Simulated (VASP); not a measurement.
# SrCd in VASP: further runs, part 2 of 2

VASP 6.6.1. The steps go on from the part before.

## Step 4: Single point, LDA (equal xy, yz and zx shear strains of +2 %)

File INCAR:

```
SYSTEM = SrCd
  PREC = Accurate
  ENCUT = 520
  EDIFF = 1E-7
  ISMEAR = -1
  SIGMA = 0.08
  LREAL = .FALSE.
  LASPH = .TRUE.
  NELM = 80
  ALGO = Normal
  ISIF = 2
  LWAVE = .FALSE.
  LCHARG = .TRUE.
  GGA = CA
  LELF = .TRUE.
  LVHAR = .TRUE.
  NBANDS = 18
```

File KPOINTS:

```
Automatic mesh
0
G
  10 10 10
  0 0 0
```

File POSCAR:

```
SrCd
1.0
    4.0030000000      0.0400300000      0.0400300000
    0.0400300000      4.0030000000      0.0400300000
    0.0400300000      0.0400300000      4.0030000000
Sr Cd
1 1
Direct
    0.5000000000      0.5000000000      0.5000000000
    0.0000000000      0.0000000000      0.0000000000
```

Potentials or basis: VASP PAW LDA potentials, release 64 (Sr_sv, Cd).

Command:

```console
$ cat potpaw_LDA.64/Sr_sv/POTCAR potpaw_LDA.64/Cd/POTCAR > POTCAR
$ mpirun -np 1 vasp_std > vasp.out
```

OUTCAR:

```text
SYSTEM = SrCd
   PREC = Accurate
   ENCUT = 520
   EDIFF = 1E-7
   ISMEAR = -1
   LREAL = .FALSE.
   LASPH = .TRUE.
   NELM = 80
   ISIF = 2
   GGA = CA

 ion  position               nearest neighbor table
   1  0.500  0.500  0.500-   2 3.44   2 3.44   2 3.44   2 3.44   2 3.44   2 3.44   2 3.54   2 3.54

   2  0.000  0.000  0.000-   1 3.44   1 3.44   1 3.44   1 3.44   1 3.44   1 3.44   1 3.54   1 3.54

  LATTYP: Found a trigonal (rhomboedric) cell.
 ALAT       =     4.0034002800
 COS(alpha) =     0.0200959808

  Lattice vectors:

 A1 = (   4.0030000000,   0.0400300000,   0.0400300000)
 A2 = (   0.0400300000,   4.0030000000,   0.0400300000)
 A3 = (   0.0400300000,   0.0400300000,   4.0030000000)

Analysis of symmetry for initial positions (statically):
=====================================================================
 Subroutine PRICEL returns:
 Original cell was already a primitive cell.

 Routine SETGRP: Setting up the symmetry group for a
 trigonal (rhombohedral) supercell.

 Subroutine GETGRP returns: Found 12 space group operations
 (whereof 12 operations were pure point group operations)
 out of a pool of 12 trial point group operations.

The static configuration has the point symmetry D_3d.

Analysis of symmetry for dynamics (positions and initial velocities):
=====================================================================
 Subroutine PRICEL returns:
 Original cell was already a primitive cell.

 Routine SETGRP: Setting up the symmetry group for a
 trigonal (rhombohedral) supercell.

 Subroutine GETGRP returns: Found 12 space group operations
 (whereof 12 operations were pure point group operations)
 out of a pool of 12 trial point group operations.

The dynamic configuration has the point symmetry D_3d.

 Subroutine INISYM returns: Found 12 space group operations
 (whereof 12 operations are pure point group operations),
 and found     1 'primitive' translations

----------------------------------------------------------------------------------------

                                     Primitive cell

  volume of cell :      64.1250

  direct lattice vectors                    reciprocal lattice vectors
     4.003000000  0.040030000  0.040030000     0.249862118 -0.002473882 -0.002473882
     0.040030000  4.003000000  0.040030000    -0.002473882  0.249862118 -0.002473882
     0.040030000  0.040030000  4.003000000    -0.002473882 -0.002473882  0.249862118

  length of vectors
     4.003400280  4.003400280  4.003400280     0.249886611  0.249886611  0.249886611

  position of ions in fractional coordinates (direct lattice)
     0.500000000  0.500000000  0.500000000
     0.000000000  0.000000000  0.000000000

  ion indices of the primitive-cell ions
   primitive index   ion index
                 1           1
                 2           2

----------------------------------------------------------------------------------------

 KPOINTS: Automatic mesh

Automatic generation of k-mesh.
 Grid dimensions read from file:
 generate k-points for:   10   10   10

 Generating k-lattice:

  Cartesian coordinates                     Fractional coordinates (reciprocal lattice)
     0.024986212 -0.000247388 -0.000247388     0.100000000 -0.000000000 -0.000000000
    -0.000247388  0.024986212 -0.000247388    -0.000000000  0.100000000 -0.000000000
    -0.000247388 -0.000247388  0.024986212    -0.000000000 -0.000000000  0.100000000

  Length of vectors
     0.024988661  0.024988661  0.024988661

  Shift w.r.t. Gamma in fractional coordinates (k-lattice)
     0.000000000  0.000000000  0.000000000

 Subroutine IBZKPT returns following result:
 ===========================================

 Found    116 irreducible k-points:

 Following reciprocal coordinates:
            Coordinates               Weight
  0.000000  0.000000  0.000000      1.000000
  0.100000 -0.000000 -0.000000      6.000000
  0.200000 -0.000000 -0.000000      6.000000
  0.300000 -0.000000 -0.000000      6.000000
  0.400000 -0.000000 -0.000000      6.000000
  0.500000 -0.000000 -0.000000      3.000000
[... 16 lines left out ...]
  0.300000  0.300000 -0.000000      6.000000
  0.400000  0.300000 -0.000000     12.000000
 [... further k-points ...]
   k-points           NKPTS =    116   k-points in BZ     NKDIM =    116   number of bands    NBANDS=     18
   number of dos      NEDOS =    301   number of ions     NIONS =      2
   total plane-waves  NPLWV =  27000
   dimension x,y,z NGX =    30 NGY =   30 NGZ =   30
   dimension x,y,z NGXF=    60 NGYF=   60 NGZF=   60
   ions per type =               1   1
   NGX,Y,Z   is equivalent  to a cutoff of  12.46, 12.46, 12.46 a.u.
   NGXF,Y,Z  is equivalent  to a cutoff of  24.92, 24.92, 24.92 a.u.
 SYSTEM =  SrCd
   PREC   = accura    normal or accurate (medium, high low for compatibility)
   ISTART =      0    job   : 0-new  1-cont  2-samecut
   ICHARG =      2    charge: 1-file 2-atom 10-const
   ISPIN  =      1    spin polarized calculation?
   LNONCOLLINEAR =      F non collinear calculations
   LSORBIT =      F    spin-orbit coupling
   LASPH  =      T    aspherical Exc in radial PAW
   ENCUT  =  520.0 eV  38.22 Ry    6.18 a.u.   7.44  7.44  7.44*2*pi/ulx,y,z
   NELM   =     80;   NELMIN=  2; NELMDL= -5     # of ELM steps
   EDIFF  = 0.1E-06   stopping-criterion for ELM
   LREAL  =      F    real-space projection
   EDIFFG = 0.1E-05   stopping-criterion for IOM
   NSW    =      0    number of steps for IOM
   IBRION =     -1    ionic relax: 0-MD 1-quasi-New 2-CG
   NFREE  =      0    steps in history (QN), initial steepest desc. (CG)
   ISIF   =      2    stress and relaxation
   ISYM   =      2    0-nonsym 1-usesym 2-fastsym
   POTIM  = 0.5000    time-step for ionic-motion
   TEBEG  =    0.0;   TEEND  =   0.0 temperature during run
   PSTRESS=    0.0 pullay stress
   NELECT =      22.0000    total number of electrons
   NUPDOWN=      -1.0000    fix difference up-down
   EMIN   =  10.00;   EMAX   =-10.00  energy-range for DOS
   EFERMI =   0.00;   METHOD = LEGACY
   ISMEAR =    -1;   SIGMA  =   0.08  broadening in eV -4-tet -1-fermi 0-gaus
   EFERMI_NEDOS =   21; number of points for ismear=-14 and -15
   IALGO  =     38    algorithm
   IMIX   =      4    mixing-type and parameters
     AMIX     =   0.40;   BMIX     =  1.00
     AMIX_MAG =   1.60;   BMIX_MAG =  1.00
  volume/ion in A,a.u.               =      32.06       216.37
  Fermi-wavevector in a.u.,A,eV,Ry     =   1.146058  2.165736 17.870559  1.313449
  Thomas-Fermi vector in A             =   2.282744
   LORBIT       =      0    0 simple, 1 ext, 2 COOP (PROOUT), +10 PAW based schemes
   GGA     = CA    functional components
   LHFCALC =     F    Hartree Fock is set to
   AEXX    =    0.0000 exact exchange contribution
   IVDW    =     0    specifies the selected vdW correction
   LEPSILON=     F    determine dielectric tensor
   LRPA    =     F    only Hartree local field effects (RPA)
 non-spin polarized calculation
  energy-cutoff  :      520.00
  volume of cell :       64.12
 maximum number of plane-waves:      1761
 NGX is ok and might be reduce to    30
   NGX = 15   NGY = 15   NGZ = 15

 number of electron      22.0000003 magnetization

 Free energy of the ion-electron system (eV)
  ---------------------------------------------------
  ext. energy  EPLUGINS =         0.00000000
  ---------------------------------------------------
  free energy    TOTEN  =        -4.09694382 eV

  energy without entropy =       -4.07074087  energy(sigma->0) =       -4.08384234

 E-fermi :   2.0684     XC(G=0):  -9.4369

 val. band max:        2.0606481551   @ k =  -0.3000   0.5000   0.3000
 cond. band min:       2.0740917556   @ k =   0.5000   0.5000   0.1000
 fundamental gap:      0.0134436005
 Fermi energy:         2.0684418372

 k-point     1 :       0.0000    0.0000    0.0000
  band No.  band energies     occupation
      1     -33.5200      2.00000
      2     -15.5604      2.00000
      3     -15.5604      2.00000
      4     -15.5511      2.00000
      5      -6.5566      2.00000
      6      -6.5566      2.00000
[... 10 lines left out ...]
     17       7.2182      0.00000
     18       7.2432      0.00000
[... 463 lines left out ...]
 k-point    24 :       0.4000    0.3000   -0.0000
  band No.  band energies     occupation
      1     -33.5009      2.00000
      2     -15.7455      2.00000
      3     -15.6826      2.00000
      4     -15.5262      2.00000
      5      -6.5160      2.00000
      6      -6.4820      2.00000
[... 10 lines left out ...]
     17       8.0311      0.00000
     18       9.1368      0.00000

 [... further k-points ...]

------------------------ aborting loop because EDIFF is reached ----------------------------------------

  FORCE on cell =-STRESS in cart. coord.  units (eV):
  Direction    XX          YY          ZZ          XY          YZ          ZX
  --------------------------------------------------------------------------------------
  -------------------------------------------------------------------------------------
  Total       -0.7684244     -0.7684244     -0.7684244     -0.1506846     -0.1506846     -0.1506846
  in kB      -19.1992567    -19.1992567    -19.1992567     -3.7648895     -3.7648895     -3.7648895
  external PRESSURE =     -19.1992567 kB  Pullay stress =       0.0000000 kB

 VOLUME and BASIS-vectors are now :
 -----------------------------------------------------------------------------
  energy-cutoff  :      520.00
  volume of cell :       64.12
      direct lattice vectors                 reciprocal lattice vectors
     4.003000000  0.040030000  0.040030000     0.249862118 -0.002473882 -0.002473882
     0.040030000  4.003000000  0.040030000    -0.002473882  0.249862118 -0.002473882
     0.040030000  0.040030000  4.003000000    -0.002473882 -0.002473882  0.249862118

 POSITION                                       TOTAL-FORCE (eV/Angst)
 -----------------------------------------------------------------------------------
      2.04153      2.04153      2.04153        -0.000000      0.000000      0.000000
      0.00000      0.00000      0.00000         0.000000     -0.000000      0.000000
 -----------------------------------------------------------------------------------
    total drift:                                0.000000      0.000000     -0.000000

  FREE ENERGIE OF THE ION-ELECTRON SYSTEM (eV)
  ---------------------------------------------------
  free  energy   TOTEN  =        -4.0969438240 eV

  energy  without entropy=       -4.0707408659  energy(sigma->0) =       -4.08384234
```

Wall time 2 min (1 thread of AMD EPYC 7R43 (Zen 3), shared host); peak memory 0.22 GiB.

Results:

```yaml
Free_energy: -4.0969 eV
Pressure: -1.9 GPa
Band_gap_on_the_k_mesh: zero (band 11 reaches 3.40 eV, above the bottom of band 12 at 1.31 eV)
```

Caveat: the cell differs from its parent crystal (equal xy, yz and zx shear strains of +2 %).

## Step 5: Single point, LDA (equal xx and yy strain of -2 %)

File INCAR:

```
SYSTEM = SrCd
PREC = Accurate ; ENCUT = 520
EDIFF = 1E-7 ; ISMEAR = -1
SIGMA = 0.08 ; LREAL = .False.
LASPH = .True. ; NELM = 60
ALGO = Normal ; ISIF = 2
LWAVE = .False. ; LCHARG = .False.
NBANDS = 18
```

File KPOINTS:

```
Automatic mesh
0
Gamma
  10 10 10
  0 0 0
```

File POSCAR:

```
SrCd
1.0
    3.9229400000      0.0000000000      0.0000000000
    0.0000000000      3.9229400000      0.0000000000
    0.0000000000      0.0000000000      4.0030000000
Sr Cd
1 1
Direct
    0.5000000000      0.5000000000      0.5000000000
    0.0000000000      0.0000000000      0.0000000000
```

Potentials or basis: VASP PAW LDA potentials, release 64 (Sr_sv, Cd).

Command:

```console
$ cat potpaw_LDA.64/Sr_sv/POTCAR potpaw_LDA.64/Cd/POTCAR > POTCAR
$ mpirun -np 1 vasp_std > vasp.out
```

OUTCAR:

```text
SYSTEM = SrCd
   PREC = Accurate
   ENCUT = 520
   EDIFF = 1E-7
   ISMEAR = -1
   LREAL = .False.
   LASPH = .True.
   NELM = 60
   ISIF = 2

 ion  position               nearest neighbor table
   1  0.500  0.500  0.500-   2 3.42   2 3.42   2 3.42   2 3.42   2 3.42   2 3.42   2 3.42   2 3.42

   2  0.000  0.000  0.000-   1 3.42   1 3.42   1 3.42   1 3.42   1 3.42   1 3.42   1 3.42   1 3.42

  LATTYP: Found a simple tetragonal cell.
 ALAT       =     3.9229400000
 C/A-ratio  =     1.0204081633

  Lattice vectors:

 A1 = (   3.9229400000,   0.0000000000,   0.0000000000)
 A2 = (   0.0000000000,   3.9229400000,   0.0000000000)
 A3 = (   0.0000000000,   0.0000000000,   4.0030000000)

Analysis of symmetry for initial positions (statically):
=====================================================================
 Subroutine PRICEL returns:
 Original cell was already a primitive cell.

 Routine SETGRP: Setting up the symmetry group for a
 simple tetragonal supercell.

 Subroutine GETGRP returns: Found 16 space group operations
 (whereof 16 operations were pure point group operations)
 out of a pool of 16 trial point group operations.

The static configuration has the point symmetry D_4h.
[... 160 lines left out ...]

 E-fermi :   2.2523     XC(G=0):  -9.6077

 val. band max:        2.2472505850   @ k =   0.4000   0.3000   0.3000
 cond. band min:       2.2591043747   @ k =   0.5000   0.0000   0.5000
 fundamental gap:      0.0118537896
 Fermi energy:         2.2523284758

 k-point     1 :       0.0000    0.0000    0.0000
  band No.  band energies     occupation
      1     -33.2409      2.00000
      2     -15.2869      2.00000
      3     -15.2720      2.00000
      4     -15.2720      2.00000
      5      -6.4239      2.00000
      6      -6.4193      2.00000
[... 481 lines left out ...]
      5      -6.3982      2.00000
      6      -6.3449      2.00000
[... 10 lines left out ...]
     17       8.3201      0.00000
     18       9.2883      0.00000

 [... further k-points ...]

------------------------ aborting loop because EDIFF is reached ----------------------------------------

  FORCE on cell =-STRESS in cart. coord.  units (eV):
  Direction    XX          YY          ZZ          XY          YZ          ZX
  --------------------------------------------------------------------------------------
  -------------------------------------------------------------------------------------
  Total       -0.2769474     -0.2769474     -0.4995196      0.0000000      0.0000000     -0.0000000
  in kB       -7.2027599     -7.2027599    -12.9913481      0.0000000      0.0000000     -0.0000000
  external PRESSURE =      -9.1322893 kB  Pullay stress =       0.0000000 kB

 VOLUME and BASIS-vectors are now :
 -----------------------------------------------------------------------------
  energy-cutoff  :      520.00
  volume of cell :       61.60
      direct lattice vectors                 reciprocal lattice vectors
     3.922940000  0.000000000  0.000000000     0.254910858  0.000000000  0.000000000
     0.000000000  3.922940000  0.000000000     0.000000000  0.254910858  0.000000000
     0.000000000  0.000000000  4.003000000     0.000000000  0.000000000  0.249812641

 POSITION                                       TOTAL-FORCE (eV/Angst)
 -----------------------------------------------------------------------------------
      1.96147      1.96147      2.00150         0.000000      0.000000      0.000000
      0.00000      0.00000      0.00000         0.000000      0.000000      0.000000
 -----------------------------------------------------------------------------------
    total drift:                                0.000000      0.000000     -0.000000

  FREE ENERGIE OF THE ION-ELECTRON SYSTEM (eV)
  ---------------------------------------------------
  free  energy   TOTEN  =        -4.1227105303 eV

  energy  without entropy=       -4.0970442025  energy(sigma->0) =       -4.10987737
```

OSZICAR:

```text
N       E                     dE             d eps       ncg     rms          rms(c)
DAV:   1     0.136594912396E+03    0.13659E+03   -0.11344E+04  4624   0.113E+03
DAV:   2     0.239051189531E+01   -0.13420E+03   -0.13026E+03  4882   0.289E+02
DAV:   3    -0.417555486481E+01   -0.65661E+01   -0.65238E+01  7802   0.551E+01
DAV:   4    -0.427808458337E+01   -0.10253E+00   -0.10240E+00  5532   0.482E+00
DAV:   5    -0.427940578863E+01   -0.13212E-02   -0.13209E-02  6070   0.428E-01    0.175E+01
DAV:   6    -0.413410408566E+01    0.14530E+00   -0.48115E-01  5018   0.571E+00    0.924E+00
DAV:   7    -0.412400307638E+01    0.10101E-01   -0.39640E-02  5256   0.151E+00    0.157E+00
DAV:   8    -0.412276863434E+01    0.12344E-02   -0.50860E-03  6810   0.698E-01    0.218E-01
DAV:   9    -0.412269854435E+01    0.70090E-04   -0.37875E-04  6814   0.120E-01    0.281E-02
DAV:  10    -0.412270818151E+01   -0.96372E-05   -0.33296E-05  7068   0.279E-02    0.146E-02
DAV:  11    -0.412271044191E+01   -0.22604E-05   -0.28358E-06  5678   0.104E-02    0.903E-03
DAV:  12    -0.412271054454E+01   -0.10263E-06   -0.21406E-07  3944   0.295E-03    0.268E-03
DAV:  13    -0.412271053028E+01    0.14260E-07   -0.43208E-08  3084   0.124E-03
   1 F= -.41227105E+01 E0= -.41098774E+01  d E =-.256663E-01
```

It took 2 min on 1 thread of AMD EPYC 7R43 (Zen 3), shared host; peak memory 0.22 GiB.

Results:

- Free energy: -4.1227 eV
- Pressure: -0.9 GPa
- Band gap on the k mesh: zero (band 11 reaches 3.57 eV, above the bottom of band 12 at 1.40 eV)

Stress tensor (GPa, compression positive):
```
-0.72  0.00  0.00
 0.00 -0.72  0.00
 0.00  0.00 -1.30
```

Caveat: the cell differs from its parent crystal (equal xx and yy strain of -2 %).

## Step 6: Summary

| cell | gap on the mesh (eV) | pressure (GPa) |
| --- | --- | --- |
| a = 4.003 Å, angles 90.6°, 2 atoms | none | -1.9 |
| a = 4.003 Å, angles 89.4°, 2 atoms | none | -1.9 |
| a = 4.003 Å, angles 88.8°, 2 atoms | none | -1.9 |
| a = 3.923, b = 3.923, c = 4.003 Å, 2 atoms | none | -0.9 |

Alike in all rows: task single point; level LDA; potentials or basis VASP PAW LDA potentials, release 64 (Sr_sv, Cd); no spin polarisation; k mesh 10 × 10 × 10; cutoff (eV) 520; smearing fermi-dirac 0.08 eV.

Absolute energies hang on the potentials; compare differences alone.
